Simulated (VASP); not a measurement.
# BaS (Fm-3m) in VASP: a series of runs

Runs on BaS. Level: PBE. Tasks: single point.

Everything below comes from runs of VASP 6.6.1. Logs are shortened: lines on timing, memory, paths and dates and some standing lists are left out, and cuts for length are marked.

### Step 1. The cell of the first run

The structure is cubic, space group Fm-3m (No. 225). Conventional cell: a = 6.428 Å, b = 6.428 Å, c = 6.428 Å, α = 90.00°, β = 90.00°, γ = 90.00°. Ba (site symmetry m-3m) has 6 S at 3.21 Å within 4.2 Å. S (site symmetry m-3m) has 6 Ba at 3.21 Å within 4.2 Å.

### Step 2. Single point, PBE

Input file INCAR:

```
PREC     = Accurate       # precision mode
ENCUT    = 520            # plane-wave cutoff, eV
EDIFF    = 1E-7           # SCF threshold, eV
ISMEAR   = 1              # smearing method
SIGMA    = 0.001          # smearing width, eV
LREAL    = F              # projectors in reciprocal space
LASPH    = T              # aspherical terms in the spheres
NELM     = 60             # most SCF steps
ALGO     = Normal         # electronic algorithm
ISIF     = 2              # what is computed and relaxed
LWAVE    = F              # write WAVECAR
LCHARG   = F              # write CHGCAR
GGA      = PE             # functional
NBANDS   = 15             # bands
```

Input file KPOINTS:

```
regular mesh
0
Gamma
  10 10 10
```

Input file POSCAR:

```
BaS
1.0
    0.0000000000      3.2142043034      3.2142043034
    3.2142043034      0.0000000000      3.2142043034
    3.2142043034      3.2142043034      0.0000000000
Ba S
1 1
Direct
    0.5000000000      0.5000000000      0.5000000000
    0.0000000000      0.0000000000      0.0000000000
```

Potentials or basis: VASP PAW PBE potentials, release 64 (Ba_sv, S).

Started as:

```
cat potpaw_PBE.64/Ba_sv/POTCAR potpaw_PBE.64/S/POTCAR > POTCAR
mpirun -np 1 vasp_std > vasp.out
```

OUTCAR:

```text
PREC = Accurate
   ENCUT = 520
   EDIFF = 1E-7
   ISMEAR = 1
   LREAL = F
   LASPH = T
   NELM = 60
   ISIF = 2
   GGA = PE

 ion  position               nearest neighbor table
   1  0.500  0.500  0.500-   2 3.21   2 3.21   2 3.21   2 3.21   2 3.21   2 3.21
   2  0.000  0.000  0.000-   1 3.21   1 3.21   1 3.21   1 3.21   1 3.21   1 3.21

  LATTYP: Found a face centered cubic cell.
 ALAT       =     6.4284086068

  Lattice vectors:

 A1 = (   0.0000000000,   3.2142043034,   3.2142043034)
 A2 = (   3.2142043034,   0.0000000000,   3.2142043034)
 A3 = (   3.2142043034,   3.2142043034,   0.0000000000)

Analysis of symmetry for initial positions (statically):
=====================================================================
 Subroutine PRICEL returns:
 Original cell was already a primitive cell.

 Routine SETGRP: Setting up the symmetry group for a
 face centered cubic supercell.

 Subroutine GETGRP returns: Found 48 space group operations
 (whereof 48 operations were pure point group operations)
 out of a pool of 48 trial point group operations.

The static configuration has the point symmetry O_h .

Analysis of symmetry for dynamics (positions and initial velocities):
=====================================================================
 Subroutine PRICEL returns:
 Original cell was already a primitive cell.

 Routine SETGRP: Setting up the symmetry group for a
 face centered cubic supercell.

 Subroutine GETGRP returns: Found 48 space group operations
 (whereof 48 operations were pure point group operations)
 out of a pool of 48 trial point group operations.

The dynamic configuration has the point symmetry O_h .

 Subroutine INISYM returns: Found 48 space group operations
 (whereof 48 operations are pure point group operations),
 and found     1 'primitive' translations

----------------------------------------------------------------------------------------

                                     Primitive cell

  volume of cell :      66.4126

  direct lattice vectors                    reciprocal lattice vectors
     0.000000000  3.214204303  3.214204303    -0.155559496  0.155559496  0.155559496
     3.214204303  0.000000000  3.214204303     0.155559496 -0.155559496  0.155559496
     3.214204303  3.214204303  0.000000000     0.155559496  0.155559496 -0.155559496

  length of vectors
     4.545571318  4.545571318  4.545571318     0.269436950  0.269436950  0.269436950

  position of ions in fractional coordinates (direct lattice)
[... 84 lines left out ...]
   NFREE  =      0    steps in history (QN), initial steepest desc. (CG)
   ISIF   =      2    stress and relaxation
   ISYM   =      2    0-nonsym 1-usesym 2-fastsym
   POTIM  = 0.5000    time-step for ionic-motion
   TEBEG  =    0.0;   TEEND  =   0.0 temperature during run
   PSTRESS=    0.0 pullay stress
   NELECT =      16.0000    total number of electrons
   NUPDOWN=      -1.0000    fix difference up-down
   EMIN   =  10.00;   EMAX   =-10.00  energy-range for DOS
   EFERMI =   0.00;   METHOD = LEGACY
   ISMEAR =     1;   SIGMA  =   0.00  broadening in eV -4-tet -1-fermi 0-gaus
   EFERMI_NEDOS =   21; number of points for ismear=-14 and -15
   IALGO  =     38    algorithm
   IMIX   =      4    mixing-type and parameters
     AMIX     =   0.40;   BMIX     =  1.00
     AMIX_MAG =   1.60;   BMIX_MAG =  1.00
  volume/ion in A,a.u.               =      33.21       224.09
  Fermi-wavevector in a.u.,A,eV,Ry     =   1.018665  1.924998 14.118469  1.037678
  Thomas-Fermi vector in A             =   2.152135
   LORBIT       =      0    0 simple, 1 ext, 2 COOP (PROOUT), +10 PAW based schemes
   GGA     = PE    functional components
   LHFCALC =     F    Hartree Fock is set to
   AEXX    =    0.0000 exact exchange contribution
   IVDW    =     0    specifies the selected vdW correction
   LEPSILON=     F    determine dielectric tensor
   LRPA    =     F    only Hartree local field effects (RPA)
 non-spin polarized calculation
 Methfessel and Paxton  Order N= 1 SIGMA  =   0.00
  energy-cutoff  :      520.00
  volume of cell :       66.41
 maximum number of plane-waves:      1816
 NGX is ok and might be reduce to    36
   NGX = 17   NGY = 17   NGZ = 17

 number of electron      16.0000002 magnetization

 Free energy of the ion-electron system (eV)
  ---------------------------------------------------
  ext. energy  EPLUGINS =         0.00000000
  ---------------------------------------------------
  free energy    TOTEN  =       -10.19266058 eV

  energy without entropy =      -10.19266058  energy(sigma->0) =      -10.19266058

 E-fermi :   1.4354     XC(G=0):  -8.5465

 val. band max:        1.3554410118   @ k =   0.0000   0.0000   0.0000
 cond. band min:       3.4940582185   @ k =   0.5000   0.5000   0.0000
 fundamental gap:      2.1386172067
 Fermi energy:         1.4353753237

 k-point     1 :       0.0000    0.0000    0.0000
  band No.  band energies     occupation
      1     -24.7802      2.00000
      2      -9.8379      2.00000
      3      -9.8379      2.00000
      4      -9.8379      2.00000
      5      -8.9757      2.00000
      6       1.3554      2.00000
      7       1.3554      2.00000
      8       1.3554      2.00000
      9       4.8622      0.00000
     10       5.2209      0.00000
     11       5.2209      0.00000
     12       5.2209      0.00000
     13       6.1267      0.00000
     14       6.1267      0.00000
[... 401 lines left out ...]
      2     -10.4377      2.00000
      3      -9.9945      2.00000
      4      -9.9722      2.00000
      5      -8.5083      2.00000
      6       0.2848      2.00000
      7       1.0207      2.00000
      8       1.0847      2.00000
      9       3.9539      0.00000
     10       6.8211      0.00000
     11       7.1955      0.00000
     12       8.0729      0.00000
     13       8.1399      0.00000
     14       9.9979      0.00000
     15      10.3915      0.00000

 [... further k-points ...]
[... 5 lines left out ...]
  --------------------------------------------------------------------------------------
  -------------------------------------------------------------------------------------
  Total        0.2283107      0.2283107      0.2283107     -0.0000000     -0.0000000      0.0000000
  in kB        5.5079047      5.5079047      5.5079047     -0.0000000     -0.0000000      0.0000000
  external PRESSURE =       5.5079047 kB  Pullay stress =       0.0000000 kB

 VOLUME and BASIS-vectors are now :
 -----------------------------------------------------------------------------
  energy-cutoff  :      520.00
  volume of cell :       66.41
      direct lattice vectors                 reciprocal lattice vectors
     0.000000000  3.214204303  3.214204303    -0.155559496  0.155559496  0.155559496
     3.214204303  0.000000000  3.214204303     0.155559496 -0.155559496  0.155559496
     3.214204303  3.214204303  0.000000000     0.155559496  0.155559496 -0.155559496

 POSITION                                       TOTAL-FORCE (eV/Angst)
 -----------------------------------------------------------------------------------
      3.21420      3.21420      3.21420         0.000000      0.000000     -0.000000
      0.00000      0.00000      0.00000        -0.000000     -0.000000      0.000000
 -----------------------------------------------------------------------------------
    total drift:                                0.000000      0.000000      0.000000

  FREE ENERGIE OF THE ION-ELECTRON SYSTEM (eV)
  ---------------------------------------------------
  free  energy   TOTEN  =       -10.1926605762 eV

  energy  without entropy=      -10.1926605762  energy(sigma->0) =      -10.19266058
```

Run time: 53 s. Hardware: 1 thread of AMD EPYC 7R43 (Zen 3), shared host; peak memory 0.19 GiB.

Results:

```yaml
Free_energy: -10.1927 eV
Pressure: 0.6 GPa
Band_gap_on_the_k_mesh: 2.14 eV, indirect (least direct gap 2.28 eV)
```

Caveat: spin-orbit coupling is left out, which moves the levels of the heavy elements. Expect the measured gap to be larger: semilocal functionals such as PBE lack the derivative discontinuity.

### Step 3. Single point, PBE (volume scaled by 1.020)

Input file INCAR:

```
SYSTEM = BaS
ALGO     = Normal         ! electronic algorithm
EDIFF    = 1E-7           ! SCF threshold, eV
ENCUT    = 520            ! plane-wave cutoff, eV
GGA      = PE             ! functional
ISIF     = 2              ! what is computed and relaxed
ISMEAR   = 0              ! smearing method
LASPH    = .TRUE.         ! aspherical terms in the spheres
LCHARG   = .FALSE.        ! write CHGCAR
LREAL    = .FALSE.        ! projectors in reciprocal space
LWAVE    = .FALSE.        ! write WAVECAR
NBANDS   = 15             ! bands
NELM     = 100            ! most SCF steps
PREC     = Accurate       ! precision mode
SIGMA    = 0.05           ! smearing width, eV
```

Input file KPOINTS:

```
k-points
0
G
  10 10 10
  0 0 0
```

Input file POSCAR:

```
BaS
1.0
    0.0000000000      3.2354910450      3.2354910450
    3.2354910450      0.0000000000      3.2354910450
    3.2354910450      3.2354910450      0.0000000000
Ba S
1 1
Direct
    0.5000000000      0.5000000000      0.5000000000
    0.0000000000      0.0000000000      0.0000000000
```

Potentials or basis: VASP PAW PBE potentials, release 64 (Ba_sv, S).

Started as:

```
cat potpaw_PBE.64/Ba_sv/POTCAR potpaw_PBE.64/S/POTCAR > POTCAR
mpirun -np 1 vasp_std > vasp.out
```

It took 54 s on 1 thread of AMD EPYC 7R43 (Zen 3), shared host; peak memory 0.19 GiB.

Results (log left out):

| Item | Value |
| --- | --- |
| Free energy | -10.1939 eV |
| Pressure | -0.3 GPa |
| Band gap on the k mesh | 2.17 eV, indirect (least direct gap 2.32 eV) |

Levels at points of the mesh, in eV from the valence-band top:
| k point | band 6 | band 7 | band 8 | band 9 | band 10 | band 11 |
| --- | --- | --- | --- | --- | --- | --- |
| (0.00, 0.00, 0.00) | 0.00 | 0.00 | 0.00 | 3.41 | 3.86 | 3.86 |
| (0.50, 0.00, 0.00) | -1.85 | -1.01 | -1.01 | 5.41 | 5.57 | 6.16 |
| (0.50, 0.50, 0.00) | -0.56 | -0.16 | -0.16 | 2.17 | 5.79 | 5.83 |

Caveat: spin-orbit coupling is left out, which moves the levels of the heavy elements.

### Step 4. Single point, PBE (volume scaled by 1.040)

Input file INCAR:

```
ALGO = Normal
EDIFF = 1E-7
ENCUT = 520
GGA = PE
ISIF = 2
ISMEAR = 0
LASPH = True
LCHARG = False
LREAL = False
LWAVE = False
NBANDS = 15
NELM = 80
PREC = Accurate
SIGMA = 0.05
```

Input file KPOINTS:

```
k-points
0
Gamma
  10 10 10
```

Input file POSCAR:

```
BaS
1.0
    0.0000000000      3.2565013158      3.2565013158
    3.2565013158      0.0000000000      3.2565013158
    3.2565013158      3.2565013158      0.0000000000
Ba S
1 1
Direct
    0.5000000000      0.5000000000      0.5000000000
    0.0000000000      0.0000000000      0.0000000000
```

Started as:

```
cat potpaw_PBE.64/Ba_sv/POTCAR potpaw_PBE.64/S/POTCAR > POTCAR
mpirun -np 1 vasp_std > vasp.out
```

Wall time 55 s (1 thread of AMD EPYC 7R43 (Zen 3), shared host); peak memory 0.19 GiB.

The run converged. Its results:

* Free energy: -10.1886 eV
* Pressure: -1.0 GPa
* Band gap on the k mesh: 2.20 eV, indirect (least direct gap 2.36 eV)

Levels at points of the mesh, in eV from the valence-band top:
```csv
k point,band 6,band 7,band 8,band 9,band 10,band 11
"(0.00, 0.00, 0.00)",0.00,0.00,0.00,3.32,3.85,3.85
"(0.50, 0.00, 0.00)",-1.81,-0.98,-0.98,5.34,5.51,6.08
"(0.50, 0.50, 0.00)",-0.58,-0.16,-0.16,2.20,5.68,5.78
```

Caveat: spin-orbit coupling is left out, which moves the levels of the heavy elements. A k mesh can miss the band edges.

### Step 5. Single point, PBE (volume scaled by 1.070)

Input file INCAR:

```
SYSTEM = BaS
ALGO = Normal
EDIFF = 1E-6
ENCUT = 520
GGA = PE
ISIF = 2
ISMEAR = 0
LASPH = .TRUE.
LCHARG = .FALSE.
LREAL = .FALSE.
LWAVE = .FALSE.
NBANDS = 15
NELM = 60
PREC = Accurate
SIGMA = 0.05
```

Input file KPOINTS:

```
k-points
0
G
  10 10 10
  0 0 0
```

Input file POSCAR:

```
BaS
1.0
    0.0000000000      3.2875174807      3.2875174807
    3.2875174807      0.0000000000      3.2875174807
    3.2875174807      3.2875174807      0.0000000000
Ba S
1 1
Direct
    0.5000000000      0.5000000000      0.5000000000
    0.0000000000      0.0000000000      0.0000000000
```

Started as:

```
cat potpaw_PBE.64/Ba_sv/POTCAR potpaw_PBE.64/S/POTCAR > POTCAR
mpirun -np 1 vasp_std > vasp.out
```

It took 24 s on 1 thread of Intel Xeon Platinum 8488C (Sapphire Rapids), shared host; peak memory 0.23 GiB.

It converged, with:

```
Free energy            : -10.1699 eV
Pressure               : -2.0 GPa
Band gap on the k mesh : 2.23 eV, indirect (least direct gap 2.41 eV)
```

Levels at points of the mesh, in eV from the valence-band top:
```tsv
k point	band 5	band 6	band 7	band 8	band 9	band 10	band 11	band 12
(0.00, 0.00, 0.00)	-10.23	0.00	0.00	0.00	3.19	3.84	3.84	3.84
(0.50, 0.00, 0.00)	-9.35	-1.76	-0.93	-0.93	5.24	5.42	5.97	5.97
(0.50, 0.50, 0.00)	-10.13	-0.60	-0.17	-0.17	2.23	5.52	5.70	7.03
```

Caveat: spin-orbit coupling is left out, which moves the levels of the heavy elements.

### Step 6. Summary

| cell | smearing | gap on the mesh (eV) | pressure (GPa) |
| --- | --- | --- | --- |
| a = 4.546 Å, angles 60.0°, 2 atoms | methfessel-paxton 0.001 eV | 2.14 | 0.6 |
| a = 4.576 Å, angles 60.0°, 2 atoms | gaussian 0.05 eV | 2.17 | -0.3 |
| a = 4.605 Å, angles 60.0°, 2 atoms | gaussian 0.05 eV | 2.20 | -1.0 |
| a = 4.649 Å, angles 60.0°, 2 atoms | gaussian 0.05 eV | 2.23 | -2.0 |

Alike in all rows: task single point; level PBE; potentials or basis VASP PAW PBE potentials, release 64 (Ba_sv, S); no spin polarisation; k mesh 10 × 10 × 10; cutoff (eV) 520.

Caveats: spin-orbit coupling is left out, which moves the levels of the heavy elements.

Total energies depend on the potentials used, so only differences within one code and one set of settings carry meaning.
